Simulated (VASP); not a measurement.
# Ga13B3As16 (P1) in VASP: single point with PBEsol

Aim: the single point of Ga13B3As16 with PBEsol.

Program: VASP 6.6.1. These are calculated values, not measurements. Logs are shortened: lines on timing, memory, paths and dates and some standing lists are left out, and cuts for length are marked.

### Step 1. The cell of the first run

The typed cell holds 64 atoms: a = 10.977 Å, b = 10.977 Å, c = 10.977 Å, α = 90.00°, β = 90.00°, γ = 90.00°.

### Step 2. Single point, PBEsol

File INCAR:

```
PREC = Accurate
ENCUT = 560
EDIFF = 1E-6
ISMEAR = -1
SIGMA = 0.05
LREAL = Auto
LASPH = True
NELM = 120
ALGO = Normal
ISIF = 2
LWAVE = False
LCHARG = False
GGA = PS
ISYM = -1
NBANDS = 296
GGA_COMPAT = False
```

File KPOINTS:

```
explicit points
1
Reciprocal
  0.25000000   0.25000000   0.25000000 1
```

File POSCAR:

```
Ga13B3As16
1.0
   10.9774448404      0.0000000000      0.0000000000
    0.0000000000     10.9774448404      0.0000000000
    0.0000000000      0.0000000000     10.9774448404
Ga B As
26 6 32
Direct
    0.0061240000      0.0002410000      0.0056730000
    0.0126900000      0.0002760000      0.4976910000
    0.9966720000      0.4987810000      0.9993380000
    0.4866970000      0.9987830000      0.4968310000
    0.5025760000      0.5002810000      0.9991990000
    0.2536630000      0.2396790000      0.0076390000
    0.2542010000      0.7601000000      0.0048710000
    0.7451980000      0.2437810000      0.9990690000
    0.7494960000      0.2622510000      0.5026190000
    0.7445440000      0.7554520000      0.0015340000
    0.7515190000      0.7367440000      0.5016030000
    0.2556370000      0.9991520000      0.7433070000
    0.2500180000      0.5006510000      0.2616420000
    0.2496230000      0.4998160000      0.7352520000
    0.7445150000      0.9996420000      0.2462430000
    0.7441150000      0.0002170000      0.7586000000
    0.7505070000      0.5002910000      0.2615510000
    0.7492220000      0.5011600000      0.7379570000
    0.0065410000      0.2486210000      0.2600310000
    0.0071520000      0.2559580000      0.7415310000
    0.0101690000      0.7497440000      0.2590680000
    0.0036590000      0.7457260000      0.7400530000
    0.4923770000      0.2464310000      0.2542070000
    0.4944610000      0.2484980000      0.7458950000
    0.4940040000      0.7549600000      0.2560900000
    0.4949680000      0.7493410000      0.7453490000
    0.0132280000      0.4988280000      0.4987430000
    0.4907870000      0.0011000000      0.0064300000
    0.4844060000      0.4977500000      0.4978440000
    0.2465900000      0.2546760000      0.4939570000
    0.2516660000      0.7424690000      0.4918790000
    0.2560850000      0.0004730000      0.2571550000
    0.1389550000      0.1093780000      0.1478100000
    0.1453320000      0.1426230000      0.6128560000
    0.1280700000      0.6245010000      0.1256690000
    0.1264110000      0.6263730000      0.5957380000
    0.6066080000      0.1119050000      0.1139290000
    0.6232610000      0.1236480000      0.6227270000
    0.6239940000      0.6266760000      0.1313240000
    0.6034010000      0.6070060000      0.6096410000
    0.3740600000      0.3776710000      0.1277290000
    0.3708620000      0.3694470000      0.5982120000
    0.3754410000      0.9020080000      0.1332020000
    0.3571770000      0.8551700000      0.6084980000
    0.8728770000      0.3687790000      0.1299460000
    0.8958370000      0.3943790000      0.6114360000
    0.8781920000      0.8721850000      0.1303660000
    0.8725950000      0.8759790000      0.6253240000
    0.3480380000      0.1281470000      0.3750460000
    0.3864910000      0.1105390000      0.8861680000
    0.3742230000      0.6259950000      0.3961380000
    0.3718180000      0.6246140000      0.8745610000
    0.8702590000      0.1247820000      0.3761920000
    0.8822330000      0.1273500000      0.8728920000
    0.8977350000      0.6093790000      0.3893940000
    0.8702980000      0.6278610000      0.8700730000
    0.1272270000      0.3755640000      0.3979710000
    0.1308890000      0.3729760000      0.8761330000
    0.1565230000      0.8721280000      0.3739410000
    0.1247920000      0.8754760000      0.8694410000
    0.6040490000      0.3890180000      0.3882590000
    0.6262450000      0.3739310000      0.8686080000
    0.6270100000      0.8738430000      0.3793120000
    0.6029680000      0.8871340000      0.8909580000
```

Potentials or basis: VASP PAW PBE potentials, release 64 (Ga_d, B, As).

Command:

```
$ cat potpaw_PBE.64/Ga_d/POTCAR potpaw_PBE.64/B/POTCAR potpaw_PBE.64/As/POTCAR > POTCAR
$ mpirun -np 1 vasp_std > vasp.out
```

OUTCAR:

```text
PREC = Accurate
   ENCUT = 560
   EDIFF = 1E-6
   ISMEAR = -1
   LREAL = Auto
   LASPH = True
   NELM = 120
   ISIF = 2
   GGA = PS
   ISYM = -1

 ion  position               nearest neighbor table
   1  0.006  0.000  0.006-  60 2.41  47 2.41  54 2.43  33 2.45
   2  0.013  0.000  0.498-  53 2.47  34 2.48  48 2.49  59 2.51
   3  0.997  0.499  0.999-  58 2.43  35 2.43  45 2.44  56 2.44
   4  0.487  0.999  0.497-  63 2.43  44 2.45  38 2.46  49 2.47
   5  0.503  0.500  0.999-  41 2.41  52 2.41  39 2.41  62 2.41
   6  0.254  0.240  0.008-  41 2.40  50 2.43  33 2.45  58 2.46
[... 56 lines left out ...]
  63  0.627  0.874  0.379-  25 2.38  15 2.39   4 2.43  11 2.44
  64  0.603  0.887  0.891-  28 2.17  10 2.45  16 2.46  26 2.50

IMPORTANT INFORMATION: All symmetrisations will be switched off!
NOSYMM: (Re-)initialisation of all symmetry stuff for point group C_1.

----------------------------------------------------------------------------------------

                                     Primitive cell

  volume of cell :    1322.8293

  direct lattice vectors                    reciprocal lattice vectors
    10.977444840  0.000000000  0.000000000     0.091095880  0.000000000  0.000000000
     0.000000000 10.977444840  0.000000000     0.000000000  0.091095880  0.000000000
     0.000000000  0.000000000 10.977444840     0.000000000  0.000000000  0.091095880

  length of vectors
    10.977444840 10.977444840 10.977444840     0.091095880  0.091095880  0.091095880

  position of ions in fractional coordinates (direct lattice)
     0.006124000  0.000241000  0.005673000
     0.012690000  0.000276000  0.497691000
     0.996672000  0.498781000  0.999338000
     0.486697000  0.998783000  0.496831000
     0.502576000  0.500281000  0.999199000
     0.253663000  0.239679000  0.007639000
[... 56 lines left out ...]
     0.627010000  0.873843000  0.379312000
     0.602968000  0.887134000  0.890958000

  ion indices of the primitive-cell ions
   primitive index   ion index
                 1           1
                 2           2
                 3           3
                 4           4
                 5           5
                 6           6
[... 56 lines left out ...]
                63          63
                64          64

----------------------------------------------------------------------------------------

 KPOINTS: explicit points

Read explicit list of k-points.

 Found      1 k-points:

 Following reciprocal coordinates:
            Coordinates               Weight
  0.250000  0.250000  0.250000      1.000000
   k-points           NKPTS =      1   k-points in BZ     NKDIM =      1   number of bands    NBANDS=    296
   number of dos      NEDOS =    301   number of ions     NIONS =     64
   total plane-waves  NPLWV = 729000
   dimension x,y,z NGX =    90 NGY =   90 NGZ =   90
   dimension x,y,z NGXF=   180 NGYF=  180 NGZF=  180
   ions per type =              26   6  32
   NGX,Y,Z   is equivalent  to a cutoff of  13.63, 13.63, 13.63 a.u.
   NGXF,Y,Z  is equivalent  to a cutoff of  27.26, 27.26, 27.26 a.u.
 SYSTEM =  unknown system
   PREC   = accura    normal or accurate (medium, high low for compatibility)
   ISTART =      0    job   : 0-new  1-cont  2-samecut
   ICHARG =      2    charge: 1-file 2-atom 10-const
   ISPIN  =      1    spin polarized calculation?
   LNONCOLLINEAR =      F non collinear calculations
   LSORBIT =      F    spin-orbit coupling
   LASPH  =      T    aspherical Exc in radial PAW
   ENCUT  =  560.0 eV  41.16 Ry    6.42 a.u.  21.18 21.18 21.18*2*pi/ulx,y,z
   NELM   =    120;   NELMIN=  2; NELMDL= -5     # of ELM steps
   EDIFF  = 0.1E-05   stopping-criterion for ELM
   LREAL  =      T    real-space projection
   EDIFFG = 0.1E-04   stopping-criterion for IOM
   NSW    =      0    number of steps for IOM
   IBRION =     -1    ionic relax: 0-MD 1-quasi-New 2-CG
   NFREE  =      0    steps in history (QN), initial steepest desc. (CG)
   ISIF   =      2    stress and relaxation
   ISYM   =     -1    0-nonsym 1-usesym 2-fastsym
   POTIM  = 0.5000    time-step for ionic-motion
   TEBEG  =    0.0;   TEEND  =   0.0 temperature during run
   PSTRESS=    0.0 pullay stress
   NELECT =     516.0000    total number of electrons
   NUPDOWN=      -1.0000    fix difference up-down
   EMIN   =  10.00;   EMAX   =-10.00  energy-range for DOS
   EFERMI =   0.00;   METHOD = LEGACY
   ISMEAR =    -1;   SIGMA  =   0.05  broadening in eV -4-tet -1-fermi 0-gaus
   EFERMI_NEDOS =   21; number of points for ismear=-14 and -15
   IALGO  =     38    algorithm
   IMIX   =      4    mixing-type and parameters
     AMIX     =   0.40;   BMIX     =  1.00
     AMIX_MAG =   1.60;   BMIX_MAG =  1.00
  volume/ion in A,a.u.               =      20.67       139.48
  Fermi-wavevector in a.u.,A,eV,Ry     =   1.196162  2.260419 19.467276  1.430804
  Thomas-Fermi vector in A             =   2.332110
   LORBIT       =      0    0 simple, 1 ext, 2 COOP (PROOUT), +10 PAW based schemes
   GGA     = PS    functional components
   LHFCALC =     F    Hartree Fock is set to
   AEXX    =    0.0000 exact exchange contribution
   IVDW    =     0    specifies the selected vdW correction
   LEPSILON=     F    determine dielectric tensor
   LRPA    =     F    only Hartree local field effects (RPA)
 non-spin polarized calculation
  energy-cutoff  :      560.00
  volume of cell :     1322.83
 maximum number of plane-waves:     39756
 NGX is ok and might be reduce to    84
   NGX = 43   NGY = 43   NGZ = 43

 number of electron     515.9999946 magnetization

 Free energy of the ion-electron system (eV)
  ---------------------------------------------------
  ext. energy  EPLUGINS =         0.00000000
  ---------------------------------------------------
  free energy    TOTEN  =      -304.68482744 eV

  energy without entropy =     -304.68479972  energy(sigma->0) =     -304.68481358

 E-fermi :   4.6613     XC(G=0):  -9.9758

 val. band max:        4.0637066118   @ k =   0.2500   0.2500   0.2500
 cond. band min:       5.2331596700   @ k =   0.2500   0.2500   0.2500
 fundamental gap:      1.1694530582
 Fermi energy:         4.6612873933

 k-point     1 :       0.2500    0.2500    0.2500
  band No.  band energies     occupation
      1     -10.7558      2.00000
      2     -10.7492      2.00000
      3     -10.7278      2.00000
      4     -10.7219      2.00000
      5     -10.7150      2.00000
      6     -10.7126      2.00000
[... 262 lines left out ...]
    269       6.3145      0.00000
    270       6.3953      0.00000
 [bands above 270 left out]

------------------------ aborting loop because EDIFF is reached ----------------------------------------

  FORCE on cell =-STRESS in cart. coord.  units (eV):
  Direction    XX          YY          ZZ          XY          YZ          ZX
  --------------------------------------------------------------------------------------
  -------------------------------------------------------------------------------------
  Total        1.8335356      0.1890524      3.1439106     -7.2093255     -7.2372060     -6.4784891
  in kB        2.2207319      0.2289754      3.8078250     -8.7317527     -8.7655208     -7.8465821
  external PRESSURE =       2.0858441 kB  Pullay stress =       0.0000000 kB

 VOLUME and BASIS-vectors are now :
 -----------------------------------------------------------------------------
  energy-cutoff  :      560.00
  volume of cell :     1322.83
      direct lattice vectors                 reciprocal lattice vectors
    10.977444840  0.000000000  0.000000000     0.091095880  0.000000000  0.000000000
     0.000000000 10.977444840  0.000000000     0.000000000  0.091095880  0.000000000
     0.000000000  0.000000000 10.977444840     0.000000000  0.000000000  0.091095880

 POSITION                                       TOTAL-FORCE (eV/Angst)
 -----------------------------------------------------------------------------------
      0.06723      0.00265      0.06228         0.005207      0.006085     -0.001310
      0.13930      0.00303      5.46338        -0.005432     -0.002602     -0.000425
     10.94091      5.47534     10.97018        -0.003351     -0.004922      0.000157
      5.34269     10.96409      5.45393         0.001730      0.003650     -0.004897
      5.51700      5.49181     10.96865         0.006176      0.001478     -0.004172
      2.78457      2.63106      0.08386        -0.000675     -0.004307      0.003596
[... 56 lines left out ...]
      6.88297      9.59256      4.16388        -0.003318      0.007968      0.012571
      6.61905      9.73846      9.78044         0.000757     -0.007910     -0.002679
 -----------------------------------------------------------------------------------
    total drift:                               -0.001826     -0.027551      0.001807

  FREE ENERGIE OF THE ION-ELECTRON SYSTEM (eV)
  ---------------------------------------------------
  free  energy   TOTEN  =      -304.6848274391 eV

  energy  without entropy=     -304.6847997184  energy(sigma->0) =     -304.68481358
```

Wall time 23 min (1 thread of Intel Xeon Platinum 8375C at 2.90GHz (Ice Lake), shared host); peak memory 1.5 GiB.

What came out:

| Item | Value |
| --- | --- |
| Free energy | -304.6848 eV |
| Pressure | 0.2 GPa |
| Largest force | 0.037 eV/Å |
| Band gap on the k mesh | 1.17 eV |

Forces in eV/Å, atoms in the order of the input:
```
Ga   0.005  0.006 -0.001
Ga  -0.005 -0.003  0.000
Ga  -0.003 -0.005  0.000
Ga   0.002  0.004 -0.005
Ga   0.006  0.001 -0.004
Ga  -0.001 -0.004  0.004
Ga  -0.001  0.006  0.005
Ga   0.006  0.001  0.002
Ga   0.000  0.002  0.004
Ga  -0.003  0.004 -0.003
Ga   0.002  0.003 -0.001
Ga   0.005  0.003  0.001
Ga   0.000  0.006  0.006
Ga  -0.002  0.000  0.002
Ga  -0.001  0.002 -0.006
Ga   0.000 -0.003  0.002
Ga   0.002  0.003  0.003
Ga  -0.001  0.003 -0.004
Ga   0.012  0.004  0.004
Ga   0.002  0.005  0.000
Ga   0.000  0.002  0.006
Ga   0.000 -0.007  0.001
Ga   0.003 -0.002  0.003
Ga  -0.005  0.001  0.001
Ga  -0.008 -0.003  0.000
Ga   0.005  0.000 -0.001
B    0.003 -0.010  0.008
B    0.000 -0.013 -0.005
B   -0.006  0.008  0.007
B    0.013 -0.004 -0.012
B   -0.019  0.002 -0.004
B    0.005 -0.006 -0.004
As  -0.012  0.007 -0.020
As  -0.010 -0.008  0.004
As  -0.003  0.010  0.003
As  -0.001  0.012  0.013
As   0.012  0.020  0.013
As  -0.013 -0.021  0.000
As   0.002  0.000 -0.008
As   0.008 -0.003  0.016
As   0.002 -0.004 -0.003
As   0.009  0.002  0.017
As  -0.003 -0.033  0.006
As   0.007  0.022  0.029
As  -0.010  0.000 -0.005
As  -0.004 -0.012  0.000
As   0.004  0.002  0.000
As   0.003 -0.002 -0.003
As   0.010 -0.002  0.000
As  -0.004  0.009 -0.004
As   0.001  0.002 -0.030
As   0.005 -0.001 -0.016
As   0.004 -0.005  0.008
As  -0.014 -0.008  0.004
As  -0.007  0.025 -0.014
As  -0.003  0.006  0.002
As  -0.005 -0.004 -0.020
As   0.001  0.000 -0.008
As  -0.004 -0.011  0.011
As  -0.001  0.006 -0.005
As   0.011 -0.015 -0.012
As  -0.003  0.002  0.004
As  -0.003  0.008  0.013
As   0.001 -0.008 -0.003
```

Stress tensor (GPa, compression positive):
```
 0.22 -0.87 -0.78
-0.87  0.02 -0.88
-0.78 -0.88  0.38
```

Caveat: the PAW data sets were made with another functional, which shifts forces and pressure a little; a shifted mesh leaves out Γ, where band edges can lie. A k mesh can miss the band edges.
